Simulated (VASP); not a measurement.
# AlCo (WC type) (P-6m2) in VASP: notebook, part 2 of 2

VASP 6.6.1. Earlier steps stand in the parts before.

**4. Single point, PBE**

Contents of INCAR:

```
ALGO = Normal
EDIFF = 1E-7
ENCUT = 520
GGA = PE
ISIF = 2
ISMEAR = -1
LASPH = T
LCHARG = T
LELF = T
LREAL = F
LVHAR = T
LWAVE = F
NBANDS = 13
NELM = 60
PREC = Accurate
SIGMA = 0.1
```

Contents of KPOINTS:

```
k-points
0
Gamma
  14 14 13
```

Contents of POSCAR:

```
AlCo
1.0
    2.6697088464      0.0000000000      0.0000000000
   -1.3348544232      2.3120356817      0.0000000000
    0.0000000000      0.0000000000      3.7430670722
Co Al
1 1
Direct
    0.0000000000      0.0000000000      0.0000000000
    0.3333333333      0.6666666667      0.5000000000
```

Potentials or basis: VASP PAW PBE potentials, release 64 (Co, Al).

On the command line:

```
$ cat potpaw_PBE.64/Co/POTCAR potpaw_PBE.64/Al/POTCAR > POTCAR
$ mpirun -np 1 vasp_std > vasp.out
```

OUTCAR:

```text
EDIFF = 1E-7
   ENCUT = 520
   GGA = PE
   ISIF = 2
   ISMEAR = -1
   LASPH = T
   LREAL = F
   NELM = 60
   PREC = Accurate

 ion  position               nearest neighbor table
   1  0.000  0.000  0.000-   2 2.42   2 2.42   2 2.42   2 2.42   2 2.42   2 2.42
   2  0.333  0.667  0.500-   1 2.42   1 2.42   1 2.42   1 2.42   1 2.42   1 2.42

  LATTYP: Found a hexagonal cell.
 ALAT       =     2.6697088464
 C/A-ratio  =     1.4020506683

  Lattice vectors:

 A1 = (   2.6697088464,   0.0000000000,   0.0000000000)
 A2 = (  -1.3348544232,   2.3120356817,   0.0000000000)
 A3 = (   0.0000000000,   0.0000000000,   3.7430670722)

Analysis of symmetry for initial positions (statically):
=====================================================================
 Subroutine PRICEL returns:
 Original cell was already a primitive cell.

 Routine SETGRP: Setting up the symmetry group for a
 hexagonal supercell.

 Subroutine GETGRP returns: Found 12 space group operations
 (whereof 12 operations were pure point group operations)
 out of a pool of 24 trial point group operations.

The static configuration has the point symmetry D_3h.

Analysis of symmetry for dynamics (positions and initial velocities):
=====================================================================
 Subroutine PRICEL returns:
 Original cell was already a primitive cell.

 Routine SETGRP: Setting up the symmetry group for a
 hexagonal supercell.

 Subroutine GETGRP returns: Found 12 space group operations
 (whereof 12 operations were pure point group operations)
 out of a pool of 24 trial point group operations.

The dynamic configuration has the point symmetry D_3h.

 Subroutine INISYM returns: Found 12 space group operations
 (whereof 12 operations are pure point group operations),
 and found     1 'primitive' translations

----------------------------------------------------------------------------------------
[... 115 lines left out ...]
  Fermi-wavevector in a.u.,A,eV,Ry     =   1.315952  2.486788 23.561596  1.731728
  Thomas-Fermi vector in A             =   2.446098
   LORBIT       =      0    0 simple, 1 ext, 2 COOP (PROOUT), +10 PAW based schemes
   GGA     = PE    functional components
   LHFCALC =     F    Hartree Fock is set to
   AEXX    =    0.0000 exact exchange contribution
   IVDW    =     0    specifies the selected vdW correction
   LEPSILON=     F    determine dielectric tensor
   LRPA    =     F    only Hartree local field effects (RPA)
 non-spin polarized calculation
  energy-cutoff  :      520.00
  volume of cell :       23.10
 maximum number of plane-waves:       638
 NGX is ok and might be reduce to    20
   NGX =  9   NGY =  9   NGZ = 13

 number of electron      12.0000000 magnetization

 Free energy of the ion-electron system (eV)
  ---------------------------------------------------
  ext. energy  EPLUGINS =         0.00000000
  ---------------------------------------------------
  free energy    TOTEN  =       -11.41973358 eV

  energy without entropy =      -11.36001588  energy(sigma->0) =      -11.38987473

 E-fermi :  10.4120     XC(G=0): -12.2717

 val. band max:       10.4084162964   @ k =   0.3571   0.0714   0.2308
 cond. band min:      10.4171044603   @ k =   0.1429  -0.0000   0.1538
 fundamental gap:      0.0086881638
 Fermi energy:        10.4120466573

 k-point     1 :       0.0000    0.0000    0.0000
  band No.  band energies     occupation
      1      -0.6623      2.00000
      2       6.9749      2.00000
      3       8.9969      2.00000
      4       8.9969      2.00000
      5       9.1857      1.99999
      6       9.8568      1.99228
      7       9.8568      1.99228
      8      14.4130      0.00000
      9      24.0968      0.00000
     10      24.0968      0.00000
     11      26.3189      0.00000
     12      26.3189      0.00000
     13      27.4925      0.00000
[... 354 lines left out ...]
  band No.  band energies     occupation
      1       6.2918      2.00000
      2       6.9176      2.00000
      3       7.3736      2.00000
      4       8.0704      2.00000
      5       8.4946      2.00000
      6      10.7725      0.05297
      7      11.9364      0.00000
      8      12.4405      0.00000
      9      17.7943      0.00000
     10      19.9302      0.00000
     11      20.1409      0.00000
     12      21.4285      0.00000
     13      22.1775      0.00000

 [... further k-points ...]
[... 5 lines left out ...]
  --------------------------------------------------------------------------------------
  -------------------------------------------------------------------------------------
  Total        1.4484928      1.4484928      1.3824639      0.0000000      0.0000000      0.0000000
  in kB      100.4479035    100.4479035     95.8690312      0.0000000      0.0000000      0.0000000
  external PRESSURE =      98.9216127 kB  Pullay stress =       0.0000000 kB

 VOLUME and BASIS-vectors are now :
 -----------------------------------------------------------------------------
  energy-cutoff  :      520.00
  volume of cell :       23.10
      direct lattice vectors                 reciprocal lattice vectors
     2.669708846  0.000000000  0.000000000     0.374572681  0.216259638  0.000000000
    -1.334854423  2.312035682  0.000000000     0.000000000  0.432519276  0.000000000
     0.000000000  0.000000000  3.743067072     0.000000000  0.000000000  0.267160588

 POSITION                                       TOTAL-FORCE (eV/Angst)
 -----------------------------------------------------------------------------------
      0.00000      0.00000      0.00000         0.000000     -0.000000      0.000000
     -0.00000      1.54136      1.87153        -0.000000      0.000000      0.000000
 -----------------------------------------------------------------------------------
    total drift:                                0.000000     -0.000000      0.000000

  FREE ENERGIE OF THE ION-ELECTRON SYSTEM (eV)
  ---------------------------------------------------
  free  energy   TOTEN  =       -11.4197335822 eV

  energy  without entropy=      -11.3600158806  energy(sigma->0) =      -11.38987473
```

OSZICAR:

```text
N       E                     dE             d eps       ncg     rms          rms(c)
DAV:   1     0.369504857531E+02    0.36950E+02   -0.52042E+03  4424   0.971E+02
DAV:   2    -0.116313446418E+02   -0.48582E+02   -0.44281E+02  4578   0.172E+02
DAV:   3    -0.132132547728E+02   -0.15819E+01   -0.15645E+01  5498   0.359E+01
DAV:   4    -0.132389796136E+02   -0.25725E-01   -0.25717E-01  5268   0.412E+00
DAV:   5    -0.132398364214E+02   -0.85681E-03   -0.85679E-03  5706   0.783E-01    0.127E+01
DAV:   6    -0.163184891787E+02   -0.30787E+01   -0.60658E+01  5296   0.988E+01    0.185E+01
DAV:   7    -0.114684338755E+02    0.48501E+01   -0.32269E+01  5258   0.644E+01    0.205E+00
DAV:   8    -0.114365379334E+02    0.31896E-01   -0.16081E-01  5169   0.349E+00    0.115E+00
DAV:   9    -0.114200484482E+02    0.16489E-01   -0.38586E-02  5537   0.254E+00    0.287E-01
DAV:  10    -0.114198626906E+02    0.18576E-03   -0.20933E-03  6113   0.581E-01    0.157E-01
DAV:  11    -0.114197410457E+02    0.12164E-03   -0.64784E-04  5673   0.249E-01    0.443E-02
DAV:  12    -0.114197344046E+02    0.66410E-05   -0.49727E-05  6092   0.846E-02    0.149E-02
DAV:  13    -0.114197336545E+02    0.75014E-06   -0.11458E-06  5351   0.823E-03    0.516E-03
DAV:  14    -0.114197335822E+02    0.72342E-07   -0.22006E-07  3224   0.638E-03
   1 F= -.11419734E+02 E0= -.11389875E+02  d E =-.597177E-01
```

stdout:

```text
POSCAR found type information on POSCAR CoAl
 POSCAR found :  2 types and       2 ions
 scaLAPACK will be used
 LDA part: xc-table for (Slater+PW92), standard interpolation
 POSCAR, INCAR and KPOINTS ok, starting setup
 FFT: planning ... GRIDC
 FFT: planning ... GRID_SOFT
 FFT: planning ... GRID
 WAVECAR not read
 entering main loop
```

Run time: 55 s. Hardware: 1 thread of Intel Xeon Platinum 8259CL at 2.50GHz (Skylake/Cascade Lake), shared host; peak memory 0.17 GiB.

What came out:

```
Free energy            : -11.4197 eV
Pressure               : 9.9 GPa
Band gap on the k mesh : zero (band 6 reaches 11.23 eV, above the bottom of band 7 at 9.57 eV)
```

Levels at points of the mesh, in eV from the Fermi level:
```
           k point  band 3  band 4  band 5  band 6  band 7  band 8  band 9  band 10
(0.00, 0.00, 0.00)   -1.42   -1.42   -1.23   -0.56   -0.56    4.00   13.68    13.68
(0.50, 0.00, 0.00)   -2.92   -2.71   -0.94    0.14    1.46    5.21    6.77     8.42
```

**5. Overview**

```csv
task,cell,cutoff (eV),gap on the mesh (eV),pressure (GPa)
relaxation of cell and atoms,"relaxed to 10 GPa from a = 2.670, b = 2.670, c = 3.743 Å, angles 90.0, 90.0, 120.0°, 2 atoms",600,none,10.0
relaxation of cell and atoms,"relaxed to 10 GPa from a = 3.112, b = 3.112, c = 3.050 Å, angles 90.0, 90.0, 120.0°, 2 atoms",600,none,9.9
single point,"a = 2.670, b = 2.670, c = 3.743 Å, angles 90.0, 90.0, 120.0°, 2 atoms",520,none,9.9
```

Alike in all rows: level PBE; potentials or basis VASP PAW PBE potentials, release 64 (Co, Al); no spin polarisation; k mesh 14 × 14 × 13; smearing fermi-dirac 0.1 eV.

Caveats: the cell is relaxed towards a set pressure, so the enthalpy falls and the energy may rise (some runs).

Total energies depend on the potentials used, so only differences within one code and one set of settings carry meaning.
